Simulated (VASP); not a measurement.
Wanted: the native input for a VASP 6.6.1 run.

* Task: single point
* Functional: PBE
* Potentials or basis: VASP PAW PBE potentials, release 64 (Al, B, P)
* Cutoff: 520 eV
* k mesh: 6 × 6 × 6
* Occupations: gaussian, width 0.1 eV
* Spin: no spin polarisation
* Dipole correction: no
* Further INCAR settings: ALGO = Normal; EDIFF = 1e-07; NBANDS = 26

The structure of AlB3P4 lies in POSCAR:

```
AlB3P4
1.0
   -2.4587013800      2.4587013800      4.9174027600
    2.4587013800     -2.4587013800      4.9174027600
    2.4587013800      2.4587013800     -4.9174027600
Al B P
1 3 4
Direct
    0.0000000000      0.0000000000      0.0000000000
    0.5000000000      0.5000000000      0.0000000000
    0.2500000000      0.7500000000      0.5000000000
    0.7500000000      0.2500000000      0.5000000000
    0.6250000000      0.6250000000      0.5000000000
    0.1250000000      0.1250000000      0.5000000000
    0.8750000000      0.3750000000      0.0000000000
    0.3750000000      0.8750000000      0.0000000000
```

One way to write it, as run:

INCAR

```
SYSTEM = AlB3P4
ALGO = Normal
EDIFF = 1E-7
ENCUT = 520
GGA = PE
ISIF = 2
ISMEAR = 0
LASPH = .True.
LCHARG = .False.
LREAL = .False.
LWAVE = .False.
NBANDS = 26
NELM = 60
PREC = Accurate
SIGMA = 0.1
```

KPOINTS

```
k-points
0
Gamma
  6 6 6
  0 0 0
```

Potentials or basis: VASP PAW PBE potentials, release 64 (Al, B, P).

Launch:

```bash
$ cat potpaw_PBE.64/Al/POTCAR potpaw_PBE.64/B/POTCAR potpaw_PBE.64/P/POTCAR > POTCAR
$ mpirun -np 1 vasp_std > vasp.out
```

It gave:

- Pressure: -3.0 GPa
- Largest force: 4.680 eV/Å
- Band gap on the k mesh: 1.12 eV (least direct gap 1.49 eV)

Caveat: forces of over 1 eV/Å act on the atoms, so gaps and moduli don't describe the material at rest.

Run time: 90 s on 1 thread of Intel(R) Xeon(R) 6975P-C (Granite Rapids), with other jobs on the host, peak memory 0.35 GiB.
